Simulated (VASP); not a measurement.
# LiCl (P6_3mc) in VASP: a series of runs, part 2 of 2

VASP 6.6.1. Earlier steps stand in the parts before.

### 4 Relaxation of cell and atoms, PBEsol

This run uses another cell than the first one, of 21.20 Å³/atom, 1.052 times its volume.

Input file INCAR:

```
PREC = Accurate
ENCUT = 600
EDIFF = 1E-7
ISMEAR = 0
SIGMA = 0.02
LREAL = F
LASPH = T
NELM = 60
ALGO = Normal
ISIF = 3
LWAVE = F
LCHARG = F
GGA = PS
IBRION = 2
NSW = 100
EDIFFG = -0.005
```

Input file KPOINTS:

```
regular mesh
0
Gamma
  9 9 4
```

Input file POSCAR:

```
LiCl
1.0
    3.9142090000      0.0000000000      0.0000000000
   -1.9571050000      3.3898050000      0.0000000000
    0.0000000000      0.0000000000      6.3918770000
Li Cl
2 2
Direct
    0.0000000000      0.0000000000      0.0000000000
    0.3333333300      0.6666666700      0.5000000000
    0.0000000000      0.0000000000      0.3750000000
    0.3333333300      0.6666666700      0.8750000000
```

Potentials or basis: VASP PAW PBE potentials, release 64 (Li_sv, Cl).

Run with:

```
cat potpaw_PBE.64/Li_sv/POTCAR potpaw_PBE.64/Cl/POTCAR > POTCAR
mpirun -np 1 vasp_std > vasp.out
```

OUTCAR:

```text
PREC = Accurate
   ENCUT = 600
   EDIFF = 1E-7
   ISMEAR = 0
   LREAL = F
   LASPH = T
   NELM = 60
   ISIF = 3
   GGA = PS
   IBRION = 2
   NSW = 100
   EDIFFG = -0.005

 ion  position               nearest neighbor table
   1  0.000  0.000  0.000-   4 2.40   3 2.40   4 2.40   4 2.40
   2  0.333  0.667  0.500-   3 2.40   4 2.40   3 2.40   3 2.40
   3  0.000  0.000  0.375-   2 2.40   1 2.40   2 2.40   2 2.40
   4  0.333  0.667  0.875-   1 2.40   2 2.40   1 2.40   1 2.40

  LATTYP: Found a hexagonal cell.
 ALAT       =     3.9142090000
 C/A-ratio  =     1.6329932817

  Lattice vectors:

 A1 = (   3.9142090000,   0.0000000000,   0.0000000000)
 A2 = (  -1.9571050000,   3.3898050000,   0.0000000000)
 A3 = (   0.0000000000,   0.0000000000,   6.3918770000)

Analysis of symmetry for initial positions (statically):
=====================================================================
 Subroutine PRICEL returns:
 Original cell was already a primitive cell.

 Routine SETGRP: Setting up the symmetry group for a
 hexagonal supercell.

 Subroutine GETGRP returns: Found 12 space group operations
 (whereof  6 operations were pure point group operations)
 out of a pool of 24 trial point group operations.

The static configuration has the point symmetry C_3v.
 The point group associated with its full space group is C_6v.

Analysis of symmetry for dynamics (positions and initial velocities):
=====================================================================
 Subroutine PRICEL returns:
 Original cell was already a primitive cell.

 Routine SETGRP: Setting up the symmetry group for a
 hexagonal supercell.

 Subroutine GETGRP returns: Found 12 space group operations
 (whereof  6 operations were pure point group operations)
 out of a pool of 24 trial point group operations.

The dynamic configuration has the point symmetry C_3v.
 The point group associated with its full space group is C_6v.

 Subroutine INISYM returns: Found 12 space group operations
 (whereof  6 operations are pure point group operations),
 and found     1 'primitive' translations

----------------------------------------------------------------------------------------

                                     Primitive cell

  volume of cell :      84.8100

  direct lattice vectors                    reciprocal lattice vectors
     3.914209000  0.000000000  0.000000000     0.255479460  0.147501148  0.000000000
    -1.957105000  3.389805000  0.000000000     0.000000000  0.295002220  0.000000000
     0.000000000  0.000000000  6.391877000     0.000000000  0.000000000  0.156448567

  length of vectors
     3.914209000  3.914209744  6.391877000     0.295002276  0.295002220  0.156448567

  position of ions in fractional coordinates (direct lattice)
     0.000000000  0.000000000  0.000000000
     0.333333330  0.666666670  0.500000000
     0.000000000  0.000000000  0.375000000
     0.333333330  0.666666670  0.875000000

  ion indices of the primitive-cell ions
   primitive index   ion index
                 1           1
                 2           2
                 3           3
                 4           4

[... 71 lines left out ...]
   EDIFF  = 0.1E-06   stopping-criterion for ELM
   LREAL  =      F    real-space projection
   EDIFFG = -.5E-02   stopping-criterion for IOM
   NSW    =    100    number of steps for IOM
   IBRION =      2    ionic relax: 0-MD 1-quasi-New 2-CG
   NFREE  =      1    steps in history (QN), initial steepest desc. (CG)
   ISIF   =      3    stress and relaxation
   ISYM   =      2    0-nonsym 1-usesym 2-fastsym
   POTIM  = 0.5000    time-step for ionic-motion
   TEBEG  =    0.0;   TEEND  =   0.0 temperature during run
   PSTRESS=    0.0 pullay stress
   NELECT =      20.0000    total number of electrons
   NUPDOWN=      -1.0000    fix difference up-down
   EMIN   =  10.00;   EMAX   =-10.00  energy-range for DOS
   EFERMI =   0.00;   METHOD = LEGACY
   ISMEAR =     0;   SIGMA  =   0.02  broadening in eV -4-tet -1-fermi 0-gaus
   EFERMI_NEDOS =   21; number of points for ismear=-14 and -15
   IALGO  =     38    algorithm
   IMIX   =      4    mixing-type and parameters
     AMIX     =   0.40;   BMIX     =  1.00
     AMIX_MAG =   1.60;   BMIX_MAG =  1.00
  volume/ion in A,a.u.               =      21.20       143.08
  Fermi-wavevector in a.u.,A,eV,Ry     =   1.011430  1.911325 13.918630  1.022990
  Thomas-Fermi vector in A             =   2.144479
   LORBIT       =      0    0 simple, 1 ext, 2 COOP (PROOUT), +10 PAW based schemes
   GGA     = PS    functional components
   LHFCALC =     F    Hartree Fock is set to
   AEXX    =    0.0000 exact exchange contribution
   IVDW    =     0    specifies the selected vdW correction
   LEPSILON=     F    determine dielectric tensor
   LRPA    =     F    only Hartree local field effects (RPA)
 conjugate gradient relaxation of ions
 non-spin polarized calculation
 Gauss-broadening in eV      SIGMA  =   0.02
  energy-cutoff  :      600.00
  volume of cell :       84.81
 maximum number of plane-waves:      2856
 NGX is ok and might be reduce to    32
   NGX = 15   NGY = 15   NGZ = 25

--------------------------------------- Ionic step        1  -------------------------------------------

 number of electron      20.0000000 magnetization

 Free energy of the ion-electron system (eV)
  ---------------------------------------------------
  ext. energy  EPLUGINS =         0.00000000
  ---------------------------------------------------
  free energy    TOTEN  =       -15.19871245 eV

  energy without entropy =      -15.19871245  energy(sigma->0) =      -15.19871245

------------------------ aborting loop because EDIFF is reached ----------------------------------------

  FORCE on cell =-STRESS in cart. coord.  units (eV):
  Direction    XX          YY          ZZ          XY          YZ          ZX
  --------------------------------------------------------------------------------------
  -------------------------------------------------------------------------------------
  Total       -0.5792523     -0.5792525     -0.7440593      0.0000001      0.0000000      0.0000000
  in kB      -10.9428686    -10.9428723    -14.0562988      0.0000016      0.0000000      0.0000000
  external PRESSURE =     -11.9806799 kB  Pullay stress =       0.0000000 kB
[... 95 lines left out ...]
  FREE ENERGIE OF THE ION-ELECTRON SYSTEM (eV)
  ---------------------------------------------------
  free  energy   TOTEN  =       -15.2160413377 eV

  energy  without entropy=      -15.2160413377  energy(sigma->0) =      -15.21604134

[... ionic steps 4 to 8 ...]

--------------------------------------- Ionic step        9  -------------------------------------------

 number of electron      19.9999996 magnetization

------------------------ aborting loop because EDIFF is reached ----------------------------------------
[... 71 lines left out ...]
--------------------------------------- Ionic step       11  -------------------------------------------

 number of electron      19.9999997 magnetization

 Free energy of the ion-electron system (eV)
  ---------------------------------------------------
  ext. energy  EPLUGINS =         0.00000000
  ---------------------------------------------------
  free energy    TOTEN  =       -15.21789922 eV

  energy without entropy =      -15.21789922  energy(sigma->0) =      -15.21789922

 E-fermi :  -0.8539     XC(G=0):  -7.9654

 val. band max:       -1.0201346845   @ k =   0.0000   0.0000   0.0000
 cond. band min:       4.8266099616   @ k =   0.0000   0.0000   0.0000
 fundamental gap:      5.8467446461
 Fermi energy:        -0.8538802775

 k-point     1 :       0.0000    0.0000    0.0000
  band No.  band energies     occupation
      1     -43.2346      2.00000
      2     -43.2324      2.00000
      3     -13.8584      2.00000
      4     -13.5056      2.00000
      5      -3.2595      2.00000
      6      -1.4938      2.00000
      7      -1.4938      2.00000
      8      -1.1333      2.00000
      9      -1.1333      2.00000
     10      -1.0201      2.00000
     11       4.8266      0.00000
     12       7.0924      0.00000
     13       8.8053      0.00000
     14       8.8053      0.00000
[... 377 lines left out ...]
      1     -43.2323      2.00000
      2     -43.2323      2.00000
      3     -13.4751      2.00000
      4     -13.4751      2.00000
      5      -2.8727      2.00000
      6      -2.5429      2.00000
      7      -2.5429      2.00000
      8      -2.2372      2.00000
      9      -1.6512      2.00000
     10      -1.6512      2.00000
     11       6.9234      0.00000
     12       8.0543      0.00000
     13       8.0543      0.00000
     14       8.1775      0.00000

 [... further k-points ...]
[... 5 lines left out ...]
  --------------------------------------------------------------------------------------
  -------------------------------------------------------------------------------------
  Total       -0.0012923     -0.0012923      0.0194223      0.0000000     -0.0000000      0.0000000
  in kB       -0.0257321     -0.0257321      0.3867377      0.0000000     -0.0000000      0.0000000
  external PRESSURE =       0.1117579 kB  Pullay stress =       0.0000000 kB
[... 19 lines left out ...]
  FREE ENERGIE OF THE ION-ELECTRON SYSTEM (eV)
  ---------------------------------------------------
  free  energy   TOTEN  =       -15.2178992160 eV

  energy  without entropy=      -15.2178992160  energy(sigma->0) =      -15.21789922

 reached required accuracy - stopping structural energy minimisation
```

OSZICAR:

```text
N       E                     dE             d eps       ncg     rms          rms(c)
DAV:   1     0.136842671235E+03    0.13684E+03   -0.90430E+03  1008   0.147E+03
DAV:   2    -0.211440416084E+01   -0.13896E+03   -0.13443E+03  1310   0.273E+02
DAV:   3    -0.145988988577E+02   -0.12484E+02   -0.12463E+02  1738   0.811E+01
[... 101 lines left out ...]
DAV:   3    -0.152179010524E+02    0.47079E-04   -0.11359E-04  1344   0.736E-02    0.196E-02
DAV:   4    -0.152178988625E+02    0.21900E-05   -0.91239E-06  1404   0.228E-02    0.838E-03
DAV:   5    -0.152178990155E+02   -0.15307E-06   -0.15104E-06  1416   0.994E-03    0.209E-03
DAV:   6    -0.152178991962E+02   -0.18065E-06   -0.18346E-07  1080   0.342E-03    0.577E-04
DAV:   7    -0.152178992160E+02   -0.19771E-07   -0.30815E-08   696   0.177E-03
  11 F= -.15217899E+02 E0= -.15217899E+02  d E =-.141997E-05
```

Run time: 2 min. Hardware: 1 thread of Intel Xeon 6975P-C (Granite Rapids), shared host; peak memory 0.23 GiB.

What came out:

- Free energy: -15.2179 eV
- Relaxed volume: 20.12 Å³/atom
- Relaxed cell: a = 3.883 Å, b = 3.883 Å, c = 6.162 Å, α = 90.00°, β = 90.00°, γ = 120.00°
- Space group after relaxing (to 0.05 Å): P6_3mc (No. 186)
- Energy gained by relaxing: 4.8 meV/atom
- Ionic steps: 11
- Pressure after relaxing: 0.0 GPa
- Largest force after relaxing: 0.004 eV/Å
- Band gap on the k mesh: 5.85 eV, direct

Forces on the atoms (eV/Å):
```
Li   0.000  0.000 -0.004
Li   0.000  0.000 -0.004
Cl   0.000  0.000  0.004
Cl   0.000  0.000  0.004
```

Step by step:
```csv
step,energy change (eV),largest force (eV/Å),pressure (GPa),volume (Å³)
1,0.0000,0.0221,-1.20,84.81
2,-0.0118,0.0232,-0.70,82.88
3,-0.0173,0.0255,-0.03,80.62
4,-0.0174,0.0257,0.02,80.46
5,-0.0176,0.0232,0.02,80.47
6,-0.0182,0.0164,0.01,80.48
7,-0.0190,0.0041,0.00,80.51
8,-0.0188,0.0159,-0.03,80.56
9,-0.0192,0.0044,-0.01,80.53
10,-0.0192,0.0036,-0.01,80.53
11,-0.0192,0.0035,0.01,80.46
```

Final structure:
```
Li Cl
1.0
     3.88295    0.00000    0.00000
    -1.94148    3.36274    0.00000
     0.00000    0.00000    6.16226
Li Cl
2 2
Direct
  0.00000 0.00000 0.99605
  0.33333 0.66667 0.49605
  0.00000 0.00000 0.37895
  0.33333 0.66667 0.87895
```

Caveat: the cutoff is under 1.25 times the usual one of these potentials, so pressure, stress and relaxed cells hold a basis-set (Pulay) error; the PAW data sets were made with another functional, which shifts forces and pressure a little. A k mesh can miss the band edges.

### 5 The runs side by side

```tsv
task	cell	k mesh	cutoff (eV)	gap on the mesh (eV)
single point	a = 3.881, b = 3.881, c = 6.178 Å, angles 90.0, 90.0, 120.0°, 4 atoms	9 × 9 × 4	520	5.85
single point	a = 3.865, b = 3.865, c = 12.462 Å, angles 90.0, 90.0, 120.0°, 8 atoms	9 × 9 × 2	520	5.86
relaxation of cell and atoms	relaxed from a = 3.914, b = 3.914, c = 6.392 Å, angles 90.0, 90.0, 120.0°, 4 atoms	9 × 9 × 4	600	5.85
```

Alike in all rows: level PBEsol; potentials or basis VASP PAW PBE potentials, release 64 (Li_sv, Cl); no spin polarisation; smearing gaussian 0.02 eV.

Caveats: the cutoff is under 1.25 times the usual one of these potentials, so pressure, stress and relaxed cells hold a basis-set (Pulay) error; the PAW data sets were made with another functional, which shifts forces and pressure a little.

Total energies depend on the potentials used, so only differences within one code and one set of settings carry meaning.
